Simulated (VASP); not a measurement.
Set up this calculation in VASP 6.6.1, as the native input.

| Item | Value |
| --- | --- |
| Task | single point |
| Functional | PBE |
| Potentials or basis | VASP PAW PBE potentials, release 64 (Re_sv_GW) |
| Cutoff | 500 eV |
| k mesh | 14 × 14 × 14 |
| Occupations | fermi-dirac, width 0.1 eV |
| Spin | no spin polarisation |
| Dipole correction | no |
| Second run | valence_matched |
| Further INCAR settings | ALGO = Normal; EDIFF = 1e-06; NBANDS = 14 |

The structure of Re lies in POSCAR:

```
Re
1.0
    2.6144513166      0.0000000000      0.0000000000
    0.0000000000      2.6144513166      0.0000000000
    0.0000000000      0.0000000000      2.6144513166
Re
1
Direct
    0.0000000000      0.0000000000      0.0000000000
```

This cell differs from its parent crystal: volume scaled by 1.04.

These files were run (other wordings do the same):

INCAR

```
SYSTEM = Re
  ALGO = Normal
  EDIFF = 1E-6
  ENCUT = 500
  GGA = PE
  GGA_COMPAT = .False.
  ISIF = 2
  ISMEAR = -1
  LASPH = .True.
  LCHARG = .True.
  LELF = .True.
  LREAL = .False.
  LVHAR = .True.
  LWAVE = .False.
  NBANDS = 14
  NELM = 120
  PREC = Accurate
  SIGMA = 0.1
```

KPOINTS

```
k-points
0
Gamma
  14 14 14
  0 0 0
```

Potentials or basis: VASP PAW PBE potentials, release 64 (Re_sv_GW).

The run is started by

```console
$ cat potpaw_PBE.64/Re_sv_GW/POTCAR > POTCAR
$ mpirun -np 1 vasp_std > vasp.out
```

It gave:

- Pressure: -11.8 GPa

It took 9.8 s on 1 thread of Intel(R) Xeon(R) 6975P-C (Granite Rapids) (shared host), peak memory 0.15 GiB.
